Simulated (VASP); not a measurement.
Here is a VASP 6.6.1 calculation.

INCAR

```
  ALGO = Normal
  EDIFF = 1E-6
  ENCUT = 750
  GGA = PE
  GGA_COMPAT = F
  ISIF = 2
  ISMEAR = 0
  LASPH = T
  LCHARG = F
  LREAL = F
  LWAVE = F
  NBANDS = 13
  NELM = 120
  PREC = Accurate
  SIGMA = 0.01
```

Contents of KPOINTS:

```
k-points
0
Gamma
  8 8 8
```

Contents of POSCAR:

```
Li2S
1.0
    0.0000000000      2.8337082081      2.8337082081
    2.8337082081      0.0000000000      2.8337082081
    2.8337082081      2.8337082081      0.0000000000
Li S
2 1
Direct
    0.2500000000      0.2500000000      0.2500000000
    0.7500000000      0.7500000000      0.7500000000
    0.0000000000      0.0000000000      0.0000000000
```

Potentials or basis: VASP PAW PBE potentials, release 64 (Li_sv, S).

The run is started by

```sh
$ cat potpaw_PBE.64/Li_sv/POTCAR potpaw_PBE.64/S/POTCAR > POTCAR
$ mpirun -np 1 vasp_std > vasp.out
```

(1) Predict the band gap on the k mesh.

(2) What does it give for the pressure?

## Answers

(1) 3.38 eV (least direct gap 4.35 eV).

(2) 0.7 GPa.
